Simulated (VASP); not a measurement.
ScAl3:

```
Sc Al
1.0
     4.08780    0.00000    0.00000
     0.00000    4.08780    0.00000
     0.00000    0.00000    4.08780
Sc Al
1 3
Cartesian
  0.0000 0.0000 0.0000
  2.0439 0.0000 2.0439
  0.0000 2.0439 2.0439
  2.0439 2.0439 0.0000
```

Base run:

```yaml
Program: VASP 6.6.1
Functional: PBE
Potentials_or_basis: VASP PAW PBE potentials, release 64 (Sc_sv, Al)
Cutoff: 520 eV
k_mesh: 6 × 6 × 6
Occupations: methfessel-paxton, width 0.1 eV
Spin: no spin polarisation
```

Its results: band gap on the k mesh zero (band 10 reaches 8.14 eV, above the bottom of band 11 at 4.31 eV); pressure 1.0 GPa.

Task: The run is repeated on the same cell with these changes: functional from PBE to r2SCAN. What comes out?

Result: Band gap on the k mesh zero (band 10 reaches 8.29 eV, above the bottom of band 11 at 4.03 eV); pressure -0.3 GPa.

Caveats: the PAW data sets were made with another functional, which shifts forces and pressure a little (some runs).
